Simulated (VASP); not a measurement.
The system is Pt.

```
CELL_PARAMETERS angstrom
0.00000 1.96155 1.96155
1.96155 0.00000 1.96155
1.96155 1.96155 0.00000
ATOMIC_POSITIONS crystal
Pt 0.00000 0.00000 0.00000
```

- Program: VASP 6.6.1
- Task: relaxation of cell and atoms
- Functional: BLYP
- Potentials or basis: VASP PAW PBE potentials, release 64 (Pt_sv_GW)
- Cutoff: 570 eV
- k mesh: 14 × 14 × 14
- Occupations: fermi-dirac, width 0.1 eV
- Spin: no spin polarisation

At the start: pressure 25.2 GPa; volume 15.09 Å³/atom.

How do energy, volume and symmetry change on relaxing?

Over 17 steps the energy falls by 104.7 meV/atom and the volume is 16.55 Å³/atom (+9.7 %); space group Fm-3m (No. 225, to 0.1 Å) before and after.

Step by step:
```
step  energy change (eV)  largest force (eV/Å)  pressure (GPa)  volume (Å³)
   1              0.0000                0.0000           25.21        15.09
   2              0.3435                0.0000          -25.15        20.90
   3             -0.1040                0.0000           -1.71        16.70
   4             -0.1047                0.0000           -0.28        16.58
   5             -0.1047                0.0000            0.12        16.55
   6             -0.1047                0.0000            0.12        16.55
   7             -0.1047                0.0000            0.12        16.55
   8             -0.1047                0.0000            0.11        16.55
   9             -0.1047                0.0000            0.11        16.55
  10             -0.1047                0.0000            0.11        16.55
  11             -0.1047                0.0000            0.11        16.55
  12             -0.1047                0.0000            0.11        16.55
  13             -0.1047                0.0000            0.11        16.55
  14             -0.1047                0.0000            0.11        16.55
  15             -0.1047                0.0000            0.11        16.55
  16             -0.1047                0.0000            0.11        16.55
  17             -0.1047                0.0000            0.09        16.55
```

Final structure:
```
Pt
1.0
     0.00000    2.02281    2.02281
     2.02281    0.00000    2.02281
     2.02281    2.02281    0.00000
Pt
1
Direct
  0.00000 0.00000 0.00000
```

Caveat: the PAW data sets were made with another functional, which shifts forces and pressure a little.
